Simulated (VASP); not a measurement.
# ZrB2 (P6/mmm) in VASP: further runs, part 2 of 2

VASP 6.6.1. Earlier steps stand in the parts before.

## (3) Single point, PBE (equal xx and yy strain of +1 %)

INCAR reads:

```
PREC     = Accurate       # precision mode
ENCUT    = 500            # plane-wave cutoff, eV
EDIFF    = 1E-6           # SCF threshold, eV
ISMEAR   = -1             # smearing method
SIGMA    = 0.05           # smearing width, eV
LREAL    = F              # projectors in reciprocal space
LASPH    = T              # aspherical terms in the spheres
NELM     = 120            # most SCF steps
ALGO     = Normal         # electronic algorithm
ISIF     = 2              # what is computed and relaxed
LWAVE    = F              # write WAVECAR
LCHARG   = F              # write CHGCAR
GGA      = PE             # functional
NBANDS   = 16             # bands
GGA_COMPAT= F
```

KPOINTS reads:

```
regular mesh
0
Gamma
  12 12 9
```

POSCAR reads:

```
ZrB2
1.0
    3.1966498238      0.0000000000      0.0000000000
   -1.5983249119      2.7683799544      0.0000000000
    0.0000000000      0.0000000000      3.5200000000
Zr B
1 2
Direct
    0.0000000000      0.0000000000      0.0000000000
    0.3333333333      0.6666666667      0.5000000000
    0.6666666667      0.3333333333      0.5000000000
```

Potentials or basis: VASP PAW PBE potentials, release 64 (Zr_sv, B).

Launch:

```console
$ cat potpaw_PBE.64/Zr_sv/POTCAR potpaw_PBE.64/B/POTCAR > POTCAR
$ mpirun -np 1 vasp_std > vasp.out
```

OUTCAR:

```text
PREC = Accurate
   ENCUT = 500
   EDIFF = 1E-6
   ISMEAR = -1
   LREAL = F
   LASPH = T
   NELM = 120
   ISIF = 2
   GGA = PE

 ion  position               nearest neighbor table
   1  0.000  0.000  0.000-   2 2.55   3 2.55   2 2.55   3 2.55   2 2.55   2 2.55   3 2.55   3 2.55
                             3 2.55   3 2.55   2 2.55   2 2.55
   2  0.333  0.667  0.500-   3 1.85   3 1.85   3 1.85   1 2.55   1 2.55   1 2.55   1 2.55   1 2.55
                             1 2.55
   3  0.667  0.333  0.500-   2 1.85   2 1.85   2 1.85   1 2.55   1 2.55   1 2.55   1 2.55   1 2.55
                             1 2.55

  LATTYP: Found a hexagonal cell.
[... 646 lines left out ...]
     16      20.7837      0.00000

 [... further k-points ...]
[... 5 lines left out ...]
  --------------------------------------------------------------------------------------
  -------------------------------------------------------------------------------------
  Total       -0.7920940     -0.7920940      0.2287392      0.0000000     -0.0000000      0.0000000
  in kB      -40.7402659    -40.7402659     11.7648889      0.0000000     -0.0000000      0.0000000
  external PRESSURE =     -23.2385476 kB  Pullay stress =       0.0000000 kB

 VOLUME and BASIS-vectors are now :
 -----------------------------------------------------------------------------
  energy-cutoff  :      500.00
  volume of cell :       31.15
      direct lattice vectors                 reciprocal lattice vectors
     3.196649824  0.000000000  0.000000000     0.312827509  0.180611046  0.000000000
    -1.598324912  2.768379954  0.000000000     0.000000000  0.361222093  0.000000000
     0.000000000  0.000000000  3.520000000     0.000000000  0.000000000  0.284090909

 POSITION                                       TOTAL-FORCE (eV/Angst)
 -----------------------------------------------------------------------------------
      0.00000      0.00000      0.00000         0.000000      0.000000      0.000000
     -0.00000      1.84559      1.76000         0.000000     -0.000000      0.000000
      1.59832      0.92279      1.76000        -0.000000      0.000000     -0.000000
 -----------------------------------------------------------------------------------
    total drift:                               -0.000000      0.000000      0.000000

  FREE ENERGIE OF THE ION-ELECTRON SYSTEM (eV)
  ---------------------------------------------------
  free  energy   TOTEN  =       -24.9748628016 eV

  energy  without entropy=      -24.9728302320  energy(sigma->0) =      -24.97384652
```

Wall time 26 s (1 thread of Intel Xeon 6975P-C (Granite Rapids), shared host); peak memory 0.16 GiB.

Results:

| Quantity | Value |
| --- | --- |
| Free energy | -24.9749 eV |
| Pressure | -2.3 GPa |
| Band gap on the k mesh | zero (band 9 reaches 11.04 eV, above the bottom of band 10 at 9.90 eV) |

Stress tensor (GPa, compression positive):
```
-4.07  0.00  0.00
 0.00 -4.07  0.00
 0.00  0.00  1.18
```

Levels at points of the mesh, in eV from the Fermi level:
| k point | band 6 | band 7 | band 8 | band 9 | band 10 | band 11 | band 12 | band 13 |
| --- | --- | --- | --- | --- | --- | --- | --- | --- |
| (0.00, 0.00, 0.00) | -2.77 | -2.77 | -2.60 | -2.34 | 3.25 | 3.25 | 4.12 | 4.12 |
| (0.50, 0.00, 0.00) | -8.59 | -3.86 | -3.15 | -2.74 | 2.16 | 2.20 | 4.67 | 4.82 |

Caveat: the cell differs from its parent crystal (equal xx and yy strain of +1 %).

## (4) Single point, PBE (zz strain of -3 %)

INCAR reads:

```
PREC = Accurate
ENCUT = 520
EDIFF = 1E-6
ISMEAR = -1
SIGMA = 0.05
LREAL = F
LASPH = T
NELM = 60
ALGO = Normal
ISIF = 2
LWAVE = F
LCHARG = T
GGA = PE
LELF = T
LVHAR = T
NBANDS = 16
```

KPOINTS is that of step 3.

POSCAR reads:

```
ZrB2
1.0
    3.1649998255      0.0000000000      0.0000000000
   -1.5824999128      2.7409702519      0.0000000000
    0.0000000000      0.0000000000      3.4144000000
Zr B
1 2
Direct
    0.0000000000      0.0000000000      0.0000000000
    0.3333333333      0.6666666667      0.5000000000
    0.6666666667      0.3333333333      0.5000000000
```

Launch:

```console
$ cat potpaw_PBE.64/Zr_sv/POTCAR potpaw_PBE.64/B/POTCAR > POTCAR
$ mpirun -np 1 vasp_std > vasp.out
```

Wall time 42 s (1 thread of Intel Xeon 8259CL, shared host); peak memory 0.18 GiB.

Results (log left out):

```
Free energy            : -24.9166 eV
Pressure               : 10.3 GPa
Band gap on the k mesh : zero (band 9 reaches 11.47 eV, above the bottom of band 10 at 10.53 eV)
```

Stress tensor (GPa, compression positive):
```
 6.33  0.00  0.00
 0.00  6.33  0.00
 0.00  0.00 18.29
```

Levels at points of the mesh, in eV from the Fermi level:
| k point | band 5 | band 6 | band 7 | band 8 | band 9 | band 10 | band 11 | band 12 | band 13 | band 14 |
| --- | --- | --- | --- | --- | --- | --- | --- | --- | --- | --- |
| (0.00, 0.00, 0.00) | -12.93 | -3.01 | -3.01 | -2.66 | -2.14 | 3.49 | 3.49 | 4.56 | 4.57 | 4.57 |
| (0.50, 0.00, 0.00) | -9.22 | -8.60 | -3.88 | -3.23 | -2.89 | 2.34 | 2.39 | 4.85 | 5.14 | 6.78 |

Caveat: the cell differs from its parent crystal (zz strain of -3 %).

## (5) Summary

```csv
cell,cutoff (eV),gap on the mesh (eV),pressure (GPa)
"a = 3.102, b = 3.102, c = 3.520 Å, angles 90.0, 90.0, 120.0°, 3 atoms",500,none,13.7
"a = 3.197, b = 3.197, c = 3.520 Å, angles 90.0, 90.0, 120.0°, 3 atoms",500,none,-2.3
"a = 3.165, b = 3.165, c = 3.414 Å, angles 90.0, 90.0, 120.0°, 3 atoms",520,none,10.3
```

Alike in all rows: task single point; level PBE; potentials or basis VASP PAW PBE potentials, release 64 (Zr_sv, B); no spin polarisation; k mesh 12 × 12 × 9; smearing fermi-dirac 0.05 eV.

Absolute energies hang on the potentials; compare differences alone.
